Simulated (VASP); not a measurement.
# TaN (P-6m2) in VASP: further runs

Runs on TaN. Level: PBE. Tasks: single point.

Program: VASP 6.6.1. These are calculated values, not measurements. Logs are shortened: lines on timing, memory, paths and dates and some standing lists are left out, and cuts for length are marked.

### Step 1. The cell of the first run

The structure is hexagonal, space group P-6m2 (No. 187). The conventional cell has a = 2.850 Å, b = 2.850 Å, c = 2.883 Å, α = 90.00°, β = 90.00°, γ = 120.00°. Ta (site symmetry -6m2) has 6 N at 2.19 Å and 8 Ta at 2.85 to 2.88 Å within 2.9 Å. N (site symmetry -6m2) has 6 Ta at 2.19 Å and 8 N at 2.85 to 2.88 Å within 2.9 Å.

### Step 2. Single point, PBE (equal xx and yy strain of -3 %)

The input, INCAR:

```
PREC = Accurate
ENCUT = 520
EDIFF = 1E-7
ISMEAR = -1
SIGMA = 0.02
LREAL = False
LASPH = True
NELM = 60
ALGO = Normal
ISIF = 2
LWAVE = False
LCHARG = True
GGA = PE
LELF = True
LVHAR = True
NBANDS = 15
```

The input, KPOINTS:

```
Automatic mesh
0
Gamma
  12 12 10
```

The input, POSCAR:

```
TaN
1.0
    2.8498588926      0.0000000000      0.0000000000
   -1.4249294463      2.4680501983      0.0000000000
    0.0000000000      0.0000000000      2.8830000000
Ta N
1 1
Direct
    0.3333333333      0.6666666667      0.5000000000
    0.0000000000      0.0000000000      0.0000000000
```

Potentials or basis: VASP PAW PBE potentials, release 64 (Ta_pv, N).

Started as:

```
$ cat potpaw_PBE.64/Ta_pv/POTCAR potpaw_PBE.64/N/POTCAR > POTCAR
$ mpirun -np 1 vasp_std > vasp.out
```

OUTCAR:

```text
PREC = Accurate
   ENCUT = 520
   EDIFF = 1E-7
   ISMEAR = -1
   LREAL = False
   LASPH = True
   NELM = 60
   ISIF = 2
   GGA = PE

 ion  position               nearest neighbor table
   1  0.333  0.667  0.500-   2 2.19   2 2.19   2 2.19   2 2.19   2 2.19   2 2.19
   2  0.000  0.000  0.000-   1 2.19   1 2.19   1 2.19   1 2.19   1 2.19   1 2.19

  LATTYP: Found a hexagonal cell.
 ALAT       =     2.8498588926
 C/A-ratio  =     1.0116290345

  Lattice vectors:

 A1 = (   2.8498588926,   0.0000000000,   0.0000000000)
 A2 = (  -1.4249294463,   2.4680501983,   0.0000000000)
 A3 = (   0.0000000000,   0.0000000000,   2.8830000000)

Analysis of symmetry for initial positions (statically):
=====================================================================
 Subroutine PRICEL returns:
 Original cell was already a primitive cell.

 Routine SETGRP: Setting up the symmetry group for a
 hexagonal supercell.

 Subroutine GETGRP returns: Found 12 space group operations
 (whereof 12 operations were pure point group operations)
 out of a pool of 24 trial point group operations.

The static configuration has the point symmetry D_3h.

Analysis of symmetry for dynamics (positions and initial velocities):
=====================================================================
 Subroutine PRICEL returns:
 Original cell was already a primitive cell.

 Routine SETGRP: Setting up the symmetry group for a
 hexagonal supercell.

 Subroutine GETGRP returns: Found 12 space group operations
 (whereof 12 operations were pure point group operations)
 out of a pool of 24 trial point group operations.

The dynamic configuration has the point symmetry D_3h.

 Subroutine INISYM returns: Found 12 space group operations
 (whereof 12 operations are pure point group operations),
 and found     1 'primitive' translations

----------------------------------------------------------------------------------------

                                     Primitive cell

  volume of cell :      20.2779

  direct lattice vectors                    reciprocal lattice vectors
     2.849858893  0.000000000  0.000000000     0.350894566  0.202589072  0.000000000
    -1.424929446  2.468050198  0.000000000     0.000000000  0.405178145  0.000000000
     0.000000000  0.000000000  2.883000000     0.000000000  0.000000000  0.346860909

  length of vectors
     2.849858893  2.849858893  2.883000000     0.405178145  0.405178145  0.346860909

[... 89 lines left out ...]
   TEBEG  =    0.0;   TEEND  =   0.0 temperature during run
   PSTRESS=    0.0 pullay stress
   NELECT =      16.0000    total number of electrons
   NUPDOWN=      -1.0000    fix difference up-down
   EMIN   =  10.00;   EMAX   =-10.00  energy-range for DOS
   EFERMI =   0.00;   METHOD = LEGACY
   ISMEAR =    -1;   SIGMA  =   0.02  broadening in eV -4-tet -1-fermi 0-gaus
   EFERMI_NEDOS =   21; number of points for ismear=-14 and -15
   IALGO  =     38    algorithm
   IMIX   =      4    mixing-type and parameters
     AMIX     =   0.40;   BMIX     =  1.00
     AMIX_MAG =   1.60;   BMIX_MAG =  1.00
  volume/ion in A,a.u.               =      10.14        68.42
  Fermi-wavevector in a.u.,A,eV,Ry     =   1.512774  2.858729 31.136747  2.288486
  Thomas-Fermi vector in A             =   2.622654
   LORBIT       =      0    0 simple, 1 ext, 2 COOP (PROOUT), +10 PAW based schemes
   GGA     = PE    functional components
   LHFCALC =     F    Hartree Fock is set to
   AEXX    =    0.0000 exact exchange contribution
   IVDW    =     0    specifies the selected vdW correction
   LEPSILON=     F    determine dielectric tensor
   LRPA    =     F    only Hartree local field effects (RPA)
 non-spin polarized calculation
  energy-cutoff  :      520.00
  volume of cell :       20.28
 maximum number of plane-waves:       557
 NGX is ok and might be reduce to    24
   NGX = 11   NGY = 11   NGZ = 11

 number of electron      15.9999998 magnetization

 Free energy of the ion-electron system (eV)
  ---------------------------------------------------
  ext. energy  EPLUGINS =         0.00000000
  ---------------------------------------------------
  free energy    TOTEN  =       -22.28432350 eV

  energy without entropy =      -22.28423464  energy(sigma->0) =      -22.28427907

 E-fermi :   8.9979     XC(G=0): -13.6885

 val. band max:        8.8865290757   @ k =   0.0000   0.0000   0.4000
 cond. band min:       9.0318948901   @ k =   0.0833   0.0000   0.5000
 fundamental gap:      0.1453658144
 Fermi energy:         8.9978788166

 k-point     1 :       0.0000    0.0000    0.0000
  band No.  band energies     occupation
      1     -25.8645      2.00000
      2     -25.4359      2.00000
      3     -25.4359      2.00000
      4      -9.3159      2.00000
      5       4.3091      2.00000
      6       4.3155      2.00000
      7       4.3155      2.00000
      8       5.7211      2.00000
      9      11.8555      0.00000
     10      12.5864      0.00000
     11      12.5864      0.00000
     12      13.2081      0.00000
     13      13.2081      0.00000
     14      22.3428      0.00000
[... 401 lines left out ...]
      2     -25.8009      2.00000
      3     -25.6592      2.00000
      4      -7.3576      2.00000
      5       1.0600      2.00000
      6       3.4504      2.00000
      7       5.2728      2.00000
      8       5.9909      2.00000
      9      11.7294      0.00000
     10      12.1301      0.00000
     11      13.7814      0.00000
     12      14.3010      0.00000
     13      16.6556      0.00000
     14      22.4445      0.00000
     15      22.8304      0.00000

 [... further k-points ...]

------------------------ aborting loop because EDIFF is reached ----------------------------------------

  FORCE on cell =-STRESS in cart. coord.  units (eV):
  Direction    XX          YY          ZZ          XY          YZ          ZX
  --------------------------------------------------------------------------------------
  -------------------------------------------------------------------------------------
  Total        4.5144513      4.5144513      2.2621900     -0.0000000      0.0000000      0.0000000
  in kB      356.6921662    356.6921662    178.7383203     -0.0000000      0.0000000      0.0000000
  external PRESSURE =     297.3742176 kB  Pullay stress =       0.0000000 kB

 VOLUME and BASIS-vectors are now :
 -----------------------------------------------------------------------------
  energy-cutoff  :      520.00
  volume of cell :       20.28
      direct lattice vectors                 reciprocal lattice vectors
     2.849858893  0.000000000  0.000000000     0.350894566  0.202589072  0.000000000
    -1.424929446  2.468050198  0.000000000     0.000000000  0.405178145  0.000000000
     0.000000000  0.000000000  2.883000000     0.000000000  0.000000000  0.346860909

 POSITION                                       TOTAL-FORCE (eV/Angst)
 -----------------------------------------------------------------------------------
     -0.00000      1.64537      1.44150        -0.000000      0.000000      0.000000
      0.00000      0.00000      0.00000         0.000000      0.000000      0.000000
 -----------------------------------------------------------------------------------
    total drift:                                0.000000     -0.000000     -0.000000

  FREE ENERGIE OF THE ION-ELECTRON SYSTEM (eV)
  ---------------------------------------------------
  free  energy   TOTEN  =       -22.2843235045 eV

  energy  without entropy=      -22.2842346400  energy(sigma->0) =      -22.28427907
```

Run time: 38 s. Hardware: 1 thread of Intel Xeon Platinum 8375C at 2.90GHz (Ice Lake), shared host; peak memory 0.16 GiB.

Results:

- Free energy: -22.2843 eV
- Pressure: 29.7 GPa
- Band gap on the k mesh: zero (bands 8 and 9 overlap by 0.34 eV)

Caveat: the cell differs from its parent crystal (equal xx and yy strain of -3 %); the stress differs along the axes, from 18 to 36 GPa; spin-orbit coupling is left out, which moves the levels of the heavy elements.

### Step 3. Single point, PBE (equal xx and yy strain of -1 %)

The input, INCAR:

```
SYSTEM = TaN
ALGO     = Normal         ! electronic algorithm
EDIFF    = 1E-6           ! SCF threshold, eV
ENCUT    = 520            ! plane-wave cutoff, eV
GGA      = PE             ! functional
ISIF     = 2              ! what is computed and relaxed
ISMEAR   = -1             ! smearing method
LASPH    = .TRUE.         ! aspherical terms in the spheres
LCHARG   = .TRUE.         ! write CHGCAR
LELF     = .TRUE.         ! ELF
LREAL    = .FALSE.        ! projectors in reciprocal space
LVHAR    = .TRUE.       
LWAVE    = .FALSE.        ! write WAVECAR
NBANDS   = 15             ! bands
NELM     = 60             ! most SCF steps
PREC     = Accurate       ! precision mode
SIGMA    = 0.02           ! smearing width, eV
```

The input, KPOINTS:

```
k-points
0
G
  12 12 10
  0 0 0
```

The input, POSCAR:

```
TaN
1.0
    2.9086188698      0.0000000000      0.0000000000
   -1.4543094349      2.5189378312      0.0000000000
    0.0000000000      0.0000000000      2.8830000000
Ta N
1 1
Direct
    0.3333333333      0.6666666667      0.5000000000
    0.0000000000      0.0000000000      0.0000000000
```

Potentials or basis: VASP PAW PBE potentials, release 64 (Ta_pv, N).

Started as:

```
$ cat potpaw_PBE.64/Ta_pv/POTCAR potpaw_PBE.64/N/POTCAR > POTCAR
$ mpirun -np 1 vasp_std > vasp.out
```

Run time: 36 s. Hardware: 1 thread of Intel Xeon Platinum 8375C at 2.90GHz (Ice Lake), shared host; peak memory 0.17 GiB.

The run converged. Its results:

```yaml
Free_energy: -22.4147 eV
Pressure: 12.7 GPa
Band_gap_on_the_k_mesh: zero (bands 8 and 9 overlap by 0.47 eV)
```

Stress tensor (GPa, compression positive):
```
14.26  0.00  0.00
 0.00 14.26  0.00
 0.00  0.00  9.67
```

Levels at points of the mesh, in eV from the Fermi level:
| k point | band 5 | band 6 | band 7 | band 8 | band 9 | band 10 | band 11 | band 12 |
| --- | --- | --- | --- | --- | --- | --- | --- | --- |
| (0.00, 0.00, 0.00) | -4.68 | -4.68 | -4.44 | -3.12 | 2.34 | 3.51 | 3.51 | 3.99 |
| (0.50, 0.00, 0.00) | -8.50 | -5.49 | -3.68 | -3.28 | 2.94 | 4.12 | 5.17 | 5.41 |
| (0.00, 0.00, 0.50) | -9.59 | -3.85 | -3.85 | -0.21 | -0.21 | 2.20 | 3.35 | 3.35 |
| (0.50, 0.00, 0.50) | -7.54 | -6.39 | -5.84 | -0.47 | 4.19 | 5.46 | 6.03 | 7.18 |

Caveat: the cell differs from its parent crystal (equal xx and yy strain of -1 %); the cell stands under pressure; spin-orbit coupling is left out, which moves the levels of the heavy elements.

The gap in the log of VASP goes by the Fermi energy; the results here count the filled bands.